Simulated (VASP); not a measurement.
# InP (I-4m2) in VASP: further runs

Runs on InP. Level: r2SCAN. Tasks: single point.

All numbers are computed with VASP 6.6.1; they aren't measurements. Logs are shortened: lines on timing, memory, paths and dates and some standing lists are left out, and cuts for length are marked.

## Step 1: The cell of the first run

It takes space group I-4m2 (No. 119, tetragonal). The conventional cell has a = 4.177 Å, b = 4.177 Å, c = 5.553 Å, α = 90.00°, β = 90.00°, γ = 90.00°. Within 3.3 Å of In (site symmetry -4m2) lie 4 P at 2.51 Å. P (site symmetry -4m2) has 4 In at 2.51 Å within 3.3 Å.

## Step 2: Single point, r2SCAN (strain -0.0600 x Voigt [0, 0, 1, 0, 0, 0])

File POSCAR:

```
InP
1.0
    0.0000000000      2.9535689347      2.7763547986
    2.9535689347      0.0000000000      2.7763547986
    2.9535689347      2.9535689347      0.0000000000
In P
1 1
Direct
    0.0000000000      0.0000000000      0.0000000000
    0.7500000000      0.7500000000      0.7500000000
```

File INCAR.step1:

```
SYSTEM = InP
  ALGO = Normal
  EDIFF = 1E-4
  ENCUT = 520
  GGA = PE
  ISMEAR = 0
  LASPH = .True.
  LCHARG = .False.
  LREAL = .False.
  LWAVE = .True.
  NBANDS = 16
  NELM = 60
  PREC = Accurate
  SIGMA = 0.05
```

File INCAR.step2:

```
SYSTEM = InP
  ALGO = Normal
  EDIFF = 1E-6
  ENCUT = 520
  ISIF = 2
  ISMEAR = 0
  ISTART = 1
  LASPH = .True.
  LCHARG = .False.
  LMIXTAU = .True.
  LREAL = .False.
  LWAVE = .False.
  METAGGA = R2SCAN
  NBANDS = 16
  NELM = 60
  PREC = Accurate
  SIGMA = 0.05
```

File KPOINTS:

```
k-points
0
Gamma
  8 8 8
  0 0 0
```

Potentials or basis: VASP PAW PBE potentials, release 64 (In_d, P).

Run with:

```console
> cat potpaw_PBE.64/In_d/POTCAR potpaw_PBE.64/P/POTCAR > POTCAR
> cp INCAR.step1 INCAR
> mpirun -np 1 vasp_std > vasp.out
> cp INCAR.step2 INCAR
> mpirun -np 1 vasp_std > vasp.out
```

OUTCAR:

```text
SYSTEM = InP
   EDIFF = 1E-6
   ENCUT = 520
   ISIF = 2
   ISMEAR = 0
   ISTART = 1
   LASPH = .True.
   LREAL = .False.
   METAGGA = R2SCAN
   NELM = 60
   PREC = Accurate

 ion  position               nearest neighbor table
   1  0.000  0.000  0.000-   2 2.51   2 2.51   2 2.51   2 2.51
   2  0.750  0.750  0.750-   1 2.51   1 2.51   1 2.51   1 2.51

  LATTYP: Found a body centered tetragonal cell.
 ALAT       =     4.1769772449
 C/A-ratio  =     1.3293607486

  Lattice vectors:

 A1 = (   0.0000000000,  -2.9535689347,  -2.7763547986)
 A2 = (   0.0000000000,   2.9535689347,  -2.7763547986)
 A3 = (   2.9535689347,   0.0000000000,   2.7763547986)

Analysis of symmetry for initial positions (statically):
=====================================================================
 Subroutine PRICEL returns:
 Original cell was already a primitive cell.

 Routine SETGRP: Setting up the symmetry group for a
 body centered tetragonal supercell.

 Subroutine GETGRP returns: Found  8 space group operations
 (whereof  8 operations were pure point group operations)
 out of a pool of 16 trial point group operations.

The static configuration has the point symmetry D_2d.

Analysis of symmetry for dynamics (positions and initial velocities):
=====================================================================
 Subroutine PRICEL returns:
 Original cell was already a primitive cell.

 Routine SETGRP: Setting up the symmetry group for a
 body centered tetragonal supercell.

 Subroutine GETGRP returns: Found  8 space group operations
 (whereof  8 operations were pure point group operations)
 out of a pool of 16 trial point group operations.

The dynamic configuration has the point symmetry D_2d.

 Subroutine INISYM returns: Found  8 space group operations
 (whereof  8 operations are pure point group operations),
 and found     1 'primitive' translations

----------------------------------------------------------------------------------------

                                     Primitive cell

  volume of cell :      48.4394

  direct lattice vectors                    reciprocal lattice vectors
     0.000000000  2.953568935  2.776354799    -0.169286721  0.169286721  0.180092256
     2.953568935  0.000000000  2.776354799     0.169286721 -0.169286721  0.180092256
     2.953568935  2.953568935  0.000000000     0.169286721  0.169286721 -0.180092256

  length of vectors
     4.053605237  4.053605237  4.176977245     0.299581723  0.299581723  0.299581723

  position of ions in fractional coordinates (direct lattice)
     0.000000000  0.000000000  0.000000000
     0.750000000  0.750000000  0.750000000

  ion indices of the primitive-cell ions
   primitive index   ion index
                 1           1
                 2           2

----------------------------------------------------------------------------------------

 KPOINTS: k-points

Automatic generation of k-mesh.
 Grid dimensions read from file:
 generate k-points for:    8    8    8

 Generating k-lattice:

  Cartesian coordinates                     Fractional coordinates (reciprocal lattice)
    -0.021160840  0.021160840  0.022511532     0.125000000  0.000000000  0.000000000
     0.021160840 -0.021160840  0.022511532     0.000000000  0.125000000  0.000000000
     0.021160840  0.021160840 -0.022511532     0.000000000  0.000000000  0.125000000

  Length of vectors
     0.037447715  0.037447715  0.037447715

  Shift w.r.t. Gamma in fractional coordinates (k-lattice)
     0.000000000  0.000000000  0.000000000

 Subroutine IBZKPT returns following result:
 ===========================================

 Found     59 irreducible k-points:

 Following reciprocal coordinates:
            Coordinates               Weight
  0.000000  0.000000  0.000000      1.000000
  0.125000  0.000000  0.000000      8.000000
  0.250000  0.000000  0.000000      8.000000
  0.375000  0.000000  0.000000      8.000000
  0.500000  0.000000  0.000000      4.000000
  0.125000  0.125000  0.000000      2.000000
[... 16 lines left out ...]
  0.250000  0.000000  0.125000     16.000000
  0.375000  0.000000  0.125000     16.000000
 [... further k-points ...]
   k-points           NKPTS =     59   k-points in BZ     NKDIM =     59   number of bands    NBANDS=     16
   number of dos      NEDOS =    301   number of ions     NIONS =      2
   total plane-waves  NPLWV =  28800
   dimension x,y,z NGX =    30 NGY =   30 NGZ =   32
   dimension x,y,z NGXF=    60 NGYF=   60 NGZF=   64
   ions per type =               1   1
   NGX,Y,Z   is equivalent  to a cutoff of  12.30, 12.30, 12.74 a.u.
   NGXF,Y,Z  is equivalent  to a cutoff of  24.61, 24.61, 25.47 a.u.
 SYSTEM =  InP
   PREC   = accura    normal or accurate (medium, high low for compatibility)
   ISTART =      1    job   : 0-new  1-cont  2-samecut
   ICHARG =      0    charge: 1-file 2-atom 10-const
   ISPIN  =      1    spin polarized calculation?
   LNONCOLLINEAR =      F non collinear calculations
   LSORBIT =      F    spin-orbit coupling
   LASPH  =      T    aspherical Exc in radial PAW
   ENCUT  =  520.0 eV  38.22 Ry    6.18 a.u.   7.54  7.54  7.77*2*pi/ulx,y,z
   NELM   =     60;   NELMIN=  2; NELMDL=  0     # of ELM steps
   EDIFF  = 0.1E-05   stopping-criterion for ELM
   LREAL  =      F    real-space projection
[... 7 lines left out ...]
   TEBEG  =    0.0;   TEEND  =   0.0 temperature during run
   PSTRESS=    0.0 pullay stress
   NELECT =      18.0000    total number of electrons
   NUPDOWN=      -1.0000    fix difference up-down
   EMIN   =  10.00;   EMAX   =-10.00  energy-range for DOS
   EFERMI =   0.00;   METHOD = LEGACY
   ISMEAR =     0;   SIGMA  =   0.05  broadening in eV -4-tet -1-fermi 0-gaus
   EFERMI_NEDOS =   21; number of points for ismear=-14 and -15
   IALGO  =     38    algorithm
   IMIX   =      4    mixing-type and parameters
     AMIX     =   0.40;   BMIX     =  1.00
     AMIX_MAG =   1.60;   BMIX_MAG =  1.00
  volume/ion in A,a.u.               =      24.22       163.44
  Fermi-wavevector in a.u.,A,eV,Ry     =   1.176971  2.224154 18.847632  1.385262
  Thomas-Fermi vector in A             =   2.313326
   LORBIT       =      0    0 simple, 1 ext, 2 COOP (PROOUT), +10 PAW based schemes
   METAGGA = R2SCAN    functional components
   LHFCALC =     F    Hartree Fock is set to
   AEXX    =    0.0000 exact exchange contribution
   IVDW    =     0    specifies the selected vdW correction
   LEPSILON=     F    determine dielectric tensor
   LRPA    =     F    only Hartree local field effects (RPA)
 non-spin polarized calculation
 Gauss-broadening in eV      SIGMA  =   0.05
  energy-cutoff  :      520.00
  volume of cell :       48.44
 maximum number of plane-waves:      1321
   NGX = 15   NGY = 15   NGZ = 15

 number of electron      17.9999999 magnetization

 Free energy of the ion-electron system (eV)
  ---------------------------------------------------
  ext. energy  EPLUGINS =         0.00000000
  ---------------------------------------------------
  free energy    TOTEN  =       -32.23959415 eV

  energy without entropy =      -32.23959415  energy(sigma->0) =      -32.23959415

 E-fermi :   5.8470     XC(G=0): -10.0663

 val. band max:        5.6302427807   @ k =   0.0000   0.0000   0.0000
 cond. band min:       6.8212079928   @ k =   0.0000   0.0000   0.0000
 fundamental gap:      1.1909652121
 Fermi energy:         5.8470386919

 k-point     1 :       0.0000    0.0000    0.0000
  band No.  band energies     occupation
      1      -9.3024      2.00000
      2      -9.3024      2.00000
      3      -9.2767      2.00000
      4      -9.1000      2.00000
      5      -9.0919      2.00000
      6      -6.8245      2.00000
[... 8 lines left out ...]
     15      14.9343      0.00000
     16      15.8206      0.00000

 k-point     2 :       0.1250    0.0000    0.0000
  band No.  band energies     occupation
      1      -9.3221      2.00000
      2      -9.2930      2.00000
      3      -9.2744      2.00000
      4      -9.1007      2.00000
      5      -9.0905      2.00000
      6      -6.6236      2.00000
[... 8 lines left out ...]
     15      14.8890      0.00000
     16      15.6927      0.00000

 k-point     3 :       0.2500    0.0000    0.0000
  band No.  band energies     occupation
      1      -9.3779      2.00000
      2      -9.2731      2.00000
      3      -9.2570      2.00000
      4      -9.1005      2.00000
      5      -9.0839      2.00000
      6      -6.0648      2.00000
[... 8 lines left out ...]
     15      14.4790      0.00000
     16      15.4487      0.00000

 k-point     4 :       0.3750    0.0000    0.0000
  band No.  band energies     occupation
      1      -9.4300      2.00000
      2      -9.2580      2.00000
      3      -9.2415      2.00000
      4      -9.0966      2.00000
      5      -9.0721      2.00000
      6      -5.3151      2.00000
[... 8 lines left out ...]
     15      15.6780      0.00000
     16      15.6956      0.00000

 k-point     5 :       0.5000    0.0000    0.0000
  band No.  band energies     occupation
      1      -9.4503      2.00000
      2      -9.2533      2.00000
      3      -9.2363      2.00000
      4      -9.0935      2.00000
      5      -9.0655      2.00000
      6      -4.8821      2.00000
[... 8 lines left out ...]
     15      16.5343      0.00000
     16      17.0209      0.00000

 k-point     6 :       0.1250    0.1250    0.0000
  band No.  band energies     occupation
      1      -9.3246      2.00000
      2      -9.2837      2.00000
      3      -9.2837      2.00000
      4      -9.1095      2.00000
      5      -9.0840      2.00000
      6      -6.5373      2.00000
[... 8 lines left out ...]
     15      15.1106      0.00000
     16      16.2559      0.00000
[... 267 lines left out ...]
 k-point    21 :       0.5000    0.5000    0.0000
  band No.  band energies     occupation
      1      -9.5340      2.00000
      2      -9.1746      2.00000
      3      -9.1666      2.00000
      4      -9.1666      2.00000
      5      -9.0382      2.00000
      6      -3.9968      2.00000
[... 8 lines left out ...]
     15      16.6424      0.00000
     16      17.9265      0.00000

 k-point    22 :       0.1250    0.0000    0.1250
  band No.  band energies     occupation
      1      -9.3438      2.00000
      2      -9.2829      2.00000
      3      -9.2613      2.00000
      4      -9.1015      2.00000
      5      -9.0903      2.00000
      6      -6.5680      2.00000
[... 8 lines left out ...]
     15      15.5161      0.00000
     16      16.0818      0.00000

 k-point    23 :       0.2500    0.0000    0.1250
  band No.  band energies     occupation
      1      -9.3864      2.00000
      2      -9.2637      2.00000
      3      -9.2462      2.00000
      4      -9.1052      2.00000
      5      -9.0850      2.00000
      6      -6.1376      2.00000
[... 8 lines left out ...]
     15      15.3934      0.00000
     16      16.7983      0.00000

 k-point    24 :       0.3750    0.0000    0.1250
  band No.  band energies     occupation
      1      -9.4298      2.00000
      2      -9.2506      2.00000
      3      -9.2318      2.00000
      4      -9.1018      2.00000
      5      -9.0783      2.00000
      6      -5.4398      2.00000
[... 8 lines left out ...]
     15      15.8104      0.00000
     16      16.4477      0.00000

 [... further k-points ...]
[... 5 lines left out ...]
  --------------------------------------------------------------------------------------
  -------------------------------------------------------------------------------------
  Total        1.1633928      1.1633928      1.8480280      0.0000000      0.0000000      0.0000000
  in kB       38.4802393     38.4802393     61.1251514      0.0000000      0.0000000      0.0000000
  external PRESSURE =      46.0285433 kB  Pullay stress =       0.0000000 kB

 VOLUME and BASIS-vectors are now :
 -----------------------------------------------------------------------------
  energy-cutoff  :      520.00
  volume of cell :       48.44
      direct lattice vectors                 reciprocal lattice vectors
     0.000000000  2.953568935  2.776354799    -0.169286721  0.169286721  0.180092256
     2.953568935  0.000000000  2.776354799     0.169286721 -0.169286721  0.180092256
     2.953568935  2.953568935  0.000000000     0.169286721  0.169286721 -0.180092256

 POSITION                                       TOTAL-FORCE (eV/Angst)
 -----------------------------------------------------------------------------------
      0.00000      0.00000      0.00000        -0.000000     -0.000000      0.000000
      4.43035      4.43035      4.16453         0.000000      0.000000     -0.000000
 -----------------------------------------------------------------------------------
    total drift:                               -0.000014     -0.000014     -0.000054

  FREE ENERGIE OF THE ION-ELECTRON SYSTEM (eV)
  ---------------------------------------------------
  free  energy   TOTEN  =       -32.2395941487 eV

  energy  without entropy=      -32.2395941487  energy(sigma->0) =      -32.23959415
```

Wall time 1.9 min (1 thread of Intel Xeon Platinum 8488C (Sapphire Rapids), shared host); peak memory 0.2 GiB.

Results:

* Free energy: -32.2396 eV
* Pressure: 4.6 GPa
* Band gap on the k mesh: 1.19 eV, direct

Stress tensor (GPa, compression positive):
```
3.85 0.00 0.00
0.00 3.85 0.00
0.00 0.00 6.11
```

Caveat: the cell differs from its parent crystal (strain -0.0600 x Voigt [0, 0, 1, 0, 0, 0]); the PAW data sets were made with another functional, which shifts forces and pressure a little; spin-orbit coupling is left out, which moves the levels of the heavy elements. A k mesh can miss the band edges.

[end of part 1 of 2]
